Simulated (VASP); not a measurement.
Wanted: the native input for a VASP 6.6.1 run.

- Task: relaxation of shape and atoms at fixed volume
- Functional: PBE
- Dispersion: D3(BJ)
- Potentials or basis: VASP PAW PBE potentials, release 64 (W_sv, S)
- Cutoff: 600 eV
- k mesh: 12 × 12 × 4
- Occupations: gaussian, width 0.02 eV
- Spin: no spin polarisation
- Dipole correction: no
- Further INCAR settings: ALGO = Normal; EDIFF = 1e-07; IBRION = 2; EDIFFG = -0.01; NSW = 50; ISIF = 4

The structure of WS2 lies in POSCAR:

```
WS2
1.0
    3.0629198612      0.0000000000      0.0000000000
   -1.5314599306      2.6525664096      0.0000000000
    0.0000000000      0.0000000000     11.3295641484
W S
2 4
Direct
    0.3333333333      0.6666666667      0.2500000000
    0.6666666667      0.3333333333      0.7500000000
    0.3333333333      0.6666666667      0.6120881693
    0.6666666667      0.3333333333      0.1120881693
    0.3333333333      0.6666666667      0.8879118307
    0.6666666667      0.3333333333      0.3879118307
```

One way to write it, as run:

INCAR

```
PREC = Accurate
ENCUT = 600
EDIFF = 1E-7
ISMEAR = 0
SIGMA = 0.02
LREAL = False
LASPH = True
NELM = 60
ALGO = Normal
ISIF = 4
LWAVE = False
LCHARG = False
GGA = PE
IVDW = 12
IBRION = 2
NSW = 50
EDIFFG = -0.01
```

KPOINTS

```
Automatic mesh
0
Gamma
  12 12 4
```

Potentials or basis: VASP PAW PBE potentials, release 64 (W_sv, S).

Launch:

```sh
$ cat potpaw_PBE.64/W_sv/POTCAR potpaw_PBE.64/S/POTCAR > POTCAR
$ mpirun -np 1 vasp_std > vasp.out
```

It gave:

The energy gained by relaxing is 5.6 meV/atom, the ionic steps are 5 and the pressure after relaxing is 11.8 GPa. The largest force after relaxing is 0.003 eV/Å, the band gap on the k mesh is 0.39 eV (least direct gap 1.72 eV) and the dispersion energy per atom is -0.499 eV.

Caveat: spin-orbit coupling is left out, which moves the levels of the heavy elements.

Wall time 3.5 min on 1 thread of Intel(R) Xeon(R) 6975P-C (Granite Rapids), on a shared host, peak memory 0.34 GiB.
